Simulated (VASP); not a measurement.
The system is Te.

```
Te
1.0
     3.33155    0.00000    0.00000
     0.00000    3.33155    0.00000
     0.00000    0.00000    2.98036
Te
1
Cartesian
  1.6658 1.6658 1.4902
```

The cell was built from a structure type or drawn by symmetry, and may not be a known phase.

| Item | Value |
| --- | --- |
| Program | VASP 6.6.1 |
| Task | relaxation of cell and atoms |
| Functional | PBE |
| Potentials or basis | VASP PAW PBE potentials, release 64 (Te) |
| Cutoff | 600 eV |
| k mesh | 16 × 16 × 18 |
| Occupations | gaussian, width 0.1 eV |
| Spin | no spin polarisation |

At the start: pressure 0.8 GPa; volume 33.08 Å³/atom.

How do energy, volume and symmetry change on relaxing?

Over 5 steps the energy falls by 61.9 meV/atom and the volume is 32.76 Å³/atom (-1.0 %); space group P4/mmm (No. 123, to 0.1 Å) before, Pm-3m (No. 221, to 0.1 Å).

The path:
```
step  energy change (eV)  largest force (eV/Å)  pressure (GPa)  volume (Å³)
   1              0.0000                0.0000            0.75        33.08
   2             -0.0569                0.0000           -1.37        33.75
   3             -0.0569                0.0000           -1.39        33.76
   4             -0.0614                0.0000            0.51        32.43
   5             -0.0619                0.0000            0.00        32.76
```

Final structure:
```
CELL_PARAMETERS angstrom
3.21314 0.00000 0.00000
0.00000 3.21314 0.00000
0.00000 0.00000 3.17277
ATOMIC_POSITIONS crystal
Te 0.50000 0.50000 0.50000
```
